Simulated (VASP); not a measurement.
Write the native input for VASP 6.6.1 that does the following.

```
Task                   : single point
Functional             : PBE
Potentials or basis    : VASP PAW PBE potentials, release 64 (C, B)
Cutoff                 : 520 eV
k mesh                 : 1 × 1 × 1, shifted
Occupations            : fermi-dirac, width 0.05 eV
Spin                   : no spin polarisation
Dipole correction      : no
Further INCAR settings : ALGO = Normal; EDIFF = 1e-06; NBANDS = 40; ISYM = -1
```

The structure of BC6 lies in POSCAR:

```
BC6
1.0
    4.9729980000     -0.1966600000      0.0225860000
   -0.1966600000      4.9296060000     -0.1069400000
    0.0225860000     -0.1069400000      4.8244630000
C B
12 2
Direct
    0.4447098949      0.9095104861      0.3635842650
    0.5200953283      0.1956362342      0.9204283390
    0.6661965783      0.5878415947      0.6243990397
    0.1587282906      0.5471467689      0.2167896900
    0.9483548590      0.9610193353      0.3943259312
    0.1710767699      0.5934443031      0.7282087134
    0.8822538475      0.4716631971      0.7430118289
    0.6940263946      0.8461435813      0.4619996701
    0.1774462362      0.7534689614      0.4526887594
    0.3901757747     -0.0168585040      0.0836473700
    0.8012902579      0.2793288376      0.9503214107
    0.2430092475      0.7239142928      1.0007297781
    0.4162351748      0.4336504920      0.7447097213
    0.9839190327      0.2415606702      0.2053900512
```

One way to write it, as run:

INCAR

```
SYSTEM = BC6
PREC = Accurate ; ENCUT = 520
EDIFF = 1E-6 ; ISMEAR = -1
SIGMA = 0.05 ; LREAL = .False.
LASPH = .True. ; NELM = 120
ALGO = Normal ; ISIF = 2
LWAVE = .False. ; LCHARG = .False.
GGA = PE ; ISYM = -1
NBANDS = 40 ; GGA_COMPAT = .False.
```

KPOINTS

```
explicit points
1
Reciprocal
  0.25000000   0.25000000   0.25000000 1
```

Potentials or basis: VASP PAW PBE potentials, release 64 (C, B).

Command:

```console
$ cat potpaw_PBE.64/C/POTCAR potpaw_PBE.64/B/POTCAR > POTCAR
$ mpirun -np 1 vasp_std > vasp.out
```

It gave:

```yaml
Pressure: -3.0 GPa
Largest_force: 3.511 eV/Å
```

Caveat: the atoms stand as in a frame of molecular dynamics.

Run time: 20 s on 1 thread of Intel Xeon 8259CL, on a shared host, peak memory 0.18 GiB.
